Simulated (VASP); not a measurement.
Ga, 2 atoms in the cell. The typed cell holds 2 atoms: a = 4.284 Å, b = 4.232 Å, c = 3.335 Å, α = 92.08°, β = 89.99°, γ = 142.09°.  This cell differs from its parent crystal: equal xy, yz and zx shear strains of -2 %.

```yaml
Program: VASP 6.6.1
Task: single point
Functional: PBEsol
Potentials_or_basis: VASP PAW PBE potentials, release 64 (Ga_d)
Cutoff: 520 eV
k_mesh: 14 × 14 × 11
Occupations: fermi-dirac, width 0.03 eV
Spin: no spin polarisation
Dipole_correction: no
Further_INCAR_settings: ALGO = Normal; EDIFF = 1e-06; NBANDS = 20
```

Potentials or basis: VASP PAW PBE potentials, release 64 (Ga_d).

The run is started by

```console
$ cat potpaw_PBE.64/Ga_d/POTCAR > POTCAR
$ mpirun -np 1 vasp_std > vasp.out
```

Hardware: 1 thread of Intel(R) Xeon(R) 6975P-C (Granite Rapids), on a shared host.

Problem. Estimate the wall time of this run.

Solution. It took 3.5 min on 1 thread of Intel(R) Xeon(R) 6975P-C (Granite Rapids) (shared host), peak memory 0.69 GiB. Counts: scf iterations 10, k points 1080.
